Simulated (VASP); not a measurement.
# BP (an interface model) in VASP: a series of runs

BP (an interface model) is run at these levels: PBE; tasks: single point.

Program: VASP 6.6.1. These are calculated values, not measurements. Logs are shortened: lines on timing, memory, paths and dates and some standing lists are left out, and cuts for length are marked.

## 1. The cell of the first run

The cell holds layers of an interface, 16 atoms: a = 3.216 Å, b = 3.216 Å, c = 18.193 Å, α = 90.00°, β = 90.00°, γ = 90.00°.

## 2. Single point, PBE

INCAR reads:

```
ALGO     = Normal         # electronic algorithm
EDIFF    = 1E-6           # SCF threshold, eV
ENCUT    = 520            # plane-wave cutoff, eV
GGA      = PE             # functional
ISIF     = 2              # what is computed and relaxed
ISMEAR   = 0              # smearing method
LASPH    = True           # aspherical terms in the spheres
LCHARG   = False          # write CHGCAR
LREAL    = Auto         
LWAVE    = False          # write WAVECAR
NBANDS   = 46             # bands
NELM     = 80             # most SCF steps
PREC     = Accurate       # precision mode
SIGMA    = 0.05           # smearing width, eV
```

KPOINTS reads:

```
k-points
0
Gamma
  8 8 2
```

POSCAR reads:

```
BP
1.0
    3.2161365136      0.0000000000      0.0000000000
    0.0000000000      3.2161365136      0.0000000000
    0.0000000000      0.0000000000     18.1932155040
B P
8 8
Direct
    0.0000000000      0.0000000000      0.0000000000
    0.5000000000      0.5000000000      0.1250000000
    0.0000000000      0.0000000000      0.2500000000
    0.5000000000      0.5000000000      0.3750000000
    1.0000000000      0.5000000000      0.5625000000
    0.5000000000      0.0000000000      0.6875000000
    1.0000000000      0.5000000000      0.8125000000
    0.5000000000      0.0000000000      0.9375000000
    1.0000000000      0.5000000000      0.0625000000
    0.5000000000      0.0000000000      0.1875000000
    1.0000000000      0.5000000000      0.3125000000
    0.5000000000      0.0000000000      0.4375000000
    0.0000000000      0.0000000000      0.5000000000
    0.5000000000      0.5000000000      0.6250000000
    0.0000000000      0.0000000000      0.7500000000
    0.5000000000      0.5000000000      0.8750000000
```

Potentials or basis: VASP PAW PBE potentials, release 64 (B, P).

Launch:

```sh
$ cat potpaw_PBE.64/B/POTCAR potpaw_PBE.64/P/POTCAR > POTCAR
$ mpirun -np 1 vasp_std > vasp.out
```

OUTCAR:

```text
EDIFF = 1E-6
   ENCUT = 520
   GGA = PE
   ISIF = 2
   ISMEAR = 0
   LASPH = True
   LREAL = Auto
   NELM = 80
   PREC = Accurate

 ion  position               nearest neighbor table
   1  0.000  0.000  0.000-   8 1.97   9 1.97   9 1.97   8 1.97
   2  0.500  0.500  0.125-   9 1.97  10 1.97  10 1.97   9 1.97
   3  0.000  0.000  0.250-  10 1.97  11 1.97  11 1.97  10 1.97
   4  0.500  0.500  0.375-  11 1.97  12 1.97  12 1.97  11 1.97
   5  0.000  0.500  0.562-  13 1.97  14 1.97  13 1.97  14 1.97
   6  0.500  0.000  0.688-  14 1.97  15 1.97  14 1.97  15 1.97
[... 8 lines left out ...]
  15  0.000  0.000  0.750-   6 1.97   7 1.97   7 1.97   6 1.97
  16  0.500  0.500  0.875-   7 1.97   8 1.97   8 1.97   7 1.97

  LATTYP: Found a simple tetragonal cell.
 ALAT       =     3.2161365136
 C/A-ratio  =     5.6568542495

  Lattice vectors:

 A1 = (   3.2161365136,   0.0000000000,   0.0000000000)
 A2 = (   0.0000000000,   3.2161365136,   0.0000000000)
 A3 = (   0.0000000000,   0.0000000000,  18.1932155040)

Analysis of symmetry for initial positions (statically):
=====================================================================
 Subroutine PRICEL returns:
 Original cell was already a primitive cell.

 Routine SETGRP: Setting up the symmetry group for a
 simple tetragonal supercell.

 Subroutine GETGRP returns: Found  8 space group operations
 (whereof  4 operations were pure point group operations)
 out of a pool of 16 trial point group operations.

The static configuration has the point symmetry C_2v.
 The point group associated with its full space group is D_2h.

Analysis of symmetry for dynamics (positions and initial velocities):
=====================================================================
 Subroutine PRICEL returns:
 Original cell was already a primitive cell.

 Routine SETGRP: Setting up the symmetry group for a
 simple tetragonal supercell.

 Subroutine GETGRP returns: Found  8 space group operations
 (whereof  4 operations were pure point group operations)
 out of a pool of 16 trial point group operations.

The dynamic configuration has the point symmetry C_2v.
 The point group associated with its full space group is D_2h.

 Subroutine INISYM returns: Found  8 space group operations
 (whereof  4 operations are pure point group operations),
 and found     1 'primitive' translations

----------------------------------------------------------------------------------------

                                     Primitive cell

  volume of cell :     188.1821

  direct lattice vectors                    reciprocal lattice vectors
     3.216136514  0.000000000  0.000000000     0.310932075  0.000000000  0.000000000
     0.000000000  3.216136514  0.000000000     0.000000000  0.310932075  0.000000000
     0.000000000  0.000000000 18.193215504     0.000000000  0.000000000  0.054965545

  length of vectors
     3.216136514  3.216136514 18.193215504     0.310932075  0.310932075  0.054965545

  position of ions in fractional coordinates (direct lattice)
     0.000000000  0.000000000  0.000000000
     0.500000000  0.500000000  0.125000000
     0.000000000  0.000000000  0.250000000
     0.500000000  0.500000000  0.375000000
     0.000000000  0.500000000  0.562500000
     0.500000000  0.000000000  0.687500000
[... 8 lines left out ...]
     0.000000000  0.000000000  0.750000000
     0.500000000  0.500000000  0.875000000

  ion indices of the primitive-cell ions
   primitive index   ion index
                 1           1
                 2           2
                 3           3
                 4           4
                 5           5
                 6           6
[... 8 lines left out ...]
                15          15
                16          16

----------------------------------------------------------------------------------------

 KPOINTS: k-points

Automatic generation of k-mesh.
 Grid dimensions read from file:
 generate k-points for:    8    8    2

 Generating k-lattice:

  Cartesian coordinates                     Fractional coordinates (reciprocal lattice)
     0.038866509  0.000000000  0.000000000     0.125000000  0.000000000  0.000000000
     0.000000000  0.038866509  0.000000000     0.000000000  0.125000000  0.000000000
     0.000000000  0.000000000  0.027482772     0.000000000  0.000000000  0.500000000

  Length of vectors
     0.038866509  0.038866509  0.027482772

  Shift w.r.t. Gamma in fractional coordinates (k-lattice)
     0.000000000  0.000000000  0.000000000

 Subroutine IBZKPT returns following result:
 ===========================================

 Found     50 irreducible k-points:

 Following reciprocal coordinates:
            Coordinates               Weight
  0.000000  0.000000  0.000000      1.000000
  0.125000  0.000000  0.000000      2.000000
  0.000000  0.125000  0.000000      2.000000
  0.250000  0.000000  0.000000      2.000000
  0.000000  0.250000  0.000000      2.000000
  0.375000  0.000000  0.000000      2.000000
[... 16 lines left out ...]
  0.500000  0.375000  0.000000      2.000000
 -0.375000  0.500000  0.000000      2.000000
 [... further k-points ...]
   k-points           NKPTS =     50   k-points in BZ     NKDIM =     50   number of bands    NBANDS=     46
   number of dos      NEDOS =    301   number of ions     NIONS =     16
   total plane-waves  NPLWV =  80640
   dimension x,y,z NGX =    24 NGY =   24 NGZ =  140
   dimension x,y,z NGXF=    48 NGYF=   48 NGZF=  280
   ions per type =               8   8
   NGX,Y,Z   is equivalent  to a cutoff of  12.41, 12.41, 12.79 a.u.
   NGXF,Y,Z  is equivalent  to a cutoff of  24.81, 24.81, 25.59 a.u.
 SYSTEM =  unknown system
   PREC   = accura    normal or accurate (medium, high low for compatibility)
   ISTART =      0    job   : 0-new  1-cont  2-samecut
   ICHARG =      2    charge: 1-file 2-atom 10-const
   ISPIN  =      1    spin polarized calculation?
   LNONCOLLINEAR =      F non collinear calculations
   LSORBIT =      F    spin-orbit coupling
   LASPH  =      T    aspherical Exc in radial PAW
   ENCUT  =  520.0 eV  38.22 Ry    6.18 a.u.   5.98  5.98 33.83*2*pi/ulx,y,z
   NELM   =     80;   NELMIN=  2; NELMDL= -5     # of ELM steps
   EDIFF  = 0.1E-05   stopping-criterion for ELM
   LREAL  =      T    real-space projection
   EDIFFG = 0.1E-04   stopping-criterion for IOM
   NSW    =      0    number of steps for IOM
   IBRION =     -1    ionic relax: 0-MD 1-quasi-New 2-CG
   NFREE  =      0    steps in history (QN), initial steepest desc. (CG)
   ISIF   =      2    stress and relaxation
   ISYM   =      2    0-nonsym 1-usesym 2-fastsym
   POTIM  = 0.5000    time-step for ionic-motion
   TEBEG  =    0.0;   TEEND  =   0.0 temperature during run
   PSTRESS=    0.0 pullay stress
   NELECT =      64.0000    total number of electrons
   NUPDOWN=      -1.0000    fix difference up-down
   EMIN   =  10.00;   EMAX   =-10.00  energy-range for DOS
   EFERMI =   0.00;   METHOD = LEGACY
   ISMEAR =     0;   SIGMA  =   0.05  broadening in eV -4-tet -1-fermi 0-gaus
   EFERMI_NEDOS =   21; number of points for ismear=-14 and -15
   IALGO  =     38    algorithm
   IMIX   =      4    mixing-type and parameters
     AMIX     =   0.40;   BMIX     =  1.00
     AMIX_MAG =   1.60;   BMIX_MAG =  1.00
  volume/ion in A,a.u.               =      11.76        79.37
  Fermi-wavevector in a.u.,A,eV,Ry     =   1.142726  2.159439 17.766789  1.305822
  Thomas-Fermi vector in A             =   2.279423
   LORBIT       =      0    0 simple, 1 ext, 2 COOP (PROOUT), +10 PAW based schemes
   GGA     = PE    functional components
   LHFCALC =     F    Hartree Fock is set to
   AEXX    =    0.0000 exact exchange contribution
   IVDW    =     0    specifies the selected vdW correction
   LEPSILON=     F    determine dielectric tensor
   LRPA    =     F    only Hartree local field effects (RPA)
 non-spin polarized calculation
 Gauss-broadening in eV      SIGMA  =   0.05
  energy-cutoff  :      520.00
  volume of cell :      188.18
 maximum number of plane-waves:      5120
   NGX = 11   NGY = 11   NGZ = 67

 number of electron      63.9999988 magnetization

 Free energy of the ion-electron system (eV)
  ---------------------------------------------------
  ext. energy  EPLUGINS =         0.00000000
  ---------------------------------------------------
  free energy    TOTEN  =       -99.38986942 eV

  energy without entropy =      -99.38520921  energy(sigma->0) =      -99.38753931

 E-fermi :   7.9310     XC(G=0): -10.8935

 val. band max:        7.9222209440   @ k =  -0.1250   0.3750   0.5000
 cond. band min:       7.9389907652   @ k =   0.3750   0.3750   0.5000
 fundamental gap:      0.0167698212
 Fermi energy:         7.9309604195

 k-point     1 :       0.0000    0.0000    0.0000
  band No.  band energies     occupation
      1     -10.3583      2.00000
      2      -7.9549      2.00000
      3      -7.5850      2.00000
      4      -6.5346      2.00000
      5      -6.2700      2.00000
      6      -4.6554      2.00000
[... 36 lines left out ...]
     43      10.4254      0.00000
     44      10.7065      0.00000

 k-point     2 :       0.1250    0.0000    0.0000
  band No.  band energies     occupation
      1     -10.1580      2.00000
      2      -7.7727      2.00000
      3      -7.4029      2.00000
      4      -6.3628      2.00000
      5      -6.0983      2.00000
      6      -4.5239      2.00000
[... 36 lines left out ...]
     43      11.3529      0.00000
     44      11.4575      0.00000

 k-point     3 :       0.0000    0.1250    0.0000
  band No.  band energies     occupation
      1     -10.2045      2.00000
      2      -7.7723      2.00000
      3      -7.4116      2.00000
      4      -6.3601      2.00000
      5      -6.1107      2.00000
      6      -4.5075      2.00000
[... 36 lines left out ...]
     43      11.2147      0.00000
     44      11.5982      0.00000

 k-point     4 :       0.2500    0.0000    0.0000
  band No.  band energies     occupation
      1      -9.5613      2.00000
      2      -7.2378      2.00000
      3      -6.8690      2.00000
      4      -5.8774      2.00000
      5      -5.6085      2.00000
      6      -4.3756      2.00000
[... 882 lines left out ...]
     43      11.7502      0.00000
     44      12.0987      0.00000

 k-point    23 :       0.5000    0.3750    0.0000
  band No.  band energies     occupation
      1      -6.1105      2.00000
      2      -6.1105      2.00000
      3      -4.1594      2.00000
      4      -4.1594      2.00000
      5      -3.4642      2.00000
      6      -3.4642      2.00000
[... 36 lines left out ...]
     43      11.9478      0.00000
     44      11.9478      0.00000

 k-point    24 :      -0.3750    0.5000    0.0000
  band No.  band energies     occupation
      1      -7.1174      2.00000
      2      -4.3972      2.00000
      3      -4.2414      2.00000
      4      -4.2261      2.00000
      5      -3.5312      2.00000
      6      -3.5304      2.00000
[... 36 lines left out ...]
     43      11.9808      0.00000
     44      12.0084      0.00000

 [... further k-points ...]

 [bands above 44 left out]

------------------------ aborting loop because EDIFF is reached ----------------------------------------

  FORCE on cell =-STRESS in cart. coord.  units (eV):
  Direction    XX          YY          ZZ          XY          YZ          ZX
  --------------------------------------------------------------------------------------
  -------------------------------------------------------------------------------------
  Total        8.8925420      0.1870510      1.9072834      0.0000000      0.0000000      0.0000000
  in kB       75.7108448      1.5925467     16.2385556      0.0000000      0.0000000      0.0000000
  external PRESSURE =      31.1806490 kB  Pullay stress =       0.0000000 kB

 VOLUME and BASIS-vectors are now :
 -----------------------------------------------------------------------------
  energy-cutoff  :      520.00
  volume of cell :      188.18
      direct lattice vectors                 reciprocal lattice vectors
     3.216136514  0.000000000  0.000000000     0.310932075  0.000000000  0.000000000
     0.000000000  3.216136514  0.000000000     0.000000000  0.310932075  0.000000000
     0.000000000  0.000000000 18.193215504     0.000000000  0.000000000  0.054965545

 POSITION                                       TOTAL-FORCE (eV/Angst)
 -----------------------------------------------------------------------------------
      0.00000      0.00000      0.00000         0.000000      0.000000     -0.415403
      1.60807      1.60807      2.27415         0.000000      0.000000      0.309434
      0.00000      0.00000      4.54830         0.000000      0.000000      0.174514
      1.60807      1.60807      6.82246         0.000000      0.000000      0.224019
      0.00000      1.60807     10.23368         0.000000      0.000000     -0.224019
      1.60807      0.00000     12.50784         0.000000      0.000000     -0.174514
[... 8 lines left out ...]
      0.00000      0.00000     13.64491         0.000000      0.000000      0.144297
      1.60807      1.60807     15.91906         0.000000      0.000000      0.771464
 -----------------------------------------------------------------------------------
    total drift:                               -0.000000     -0.000000      0.000001

  FREE ENERGIE OF THE ION-ELECTRON SYSTEM (eV)
  ---------------------------------------------------
  free  energy   TOTEN  =       -99.3898694180 eV

  energy  without entropy=      -99.3852092050  energy(sigma->0) =      -99.38753931
```

Run time: 18 min. Hardware: 1 thread of Intel Xeon 8259CL, shared host; peak memory 0.42 GiB.

What came out:

```yaml
Free_energy: -99.3899 eV
Pressure: 3.1 GPa
Largest_force: 5.045 eV/Å
Band_gap_on_the_k_mesh: zero (bands 32 and 33 overlap by 0.20 eV)
```

Forces on the atoms (eV/Å):
```
B    0.000  0.000 -0.415
B    0.000  0.000  0.309
B    0.000  0.000  0.175
B    0.000  0.000  0.224
B    0.000  0.000 -0.224
B    0.000  0.000 -0.175
B    0.000  0.000 -0.309
B    0.000  0.000  0.415
P    0.000  0.000 -0.771
P    0.000  0.000 -0.144
P    0.000  0.000  0.028
P    0.000  0.000 -5.045
P    0.000  0.000  5.045
P    0.000  0.000 -0.028
P    0.000  0.000  0.144
P    0.000  0.000  0.771
```

(Continued in part 2 of 2.)
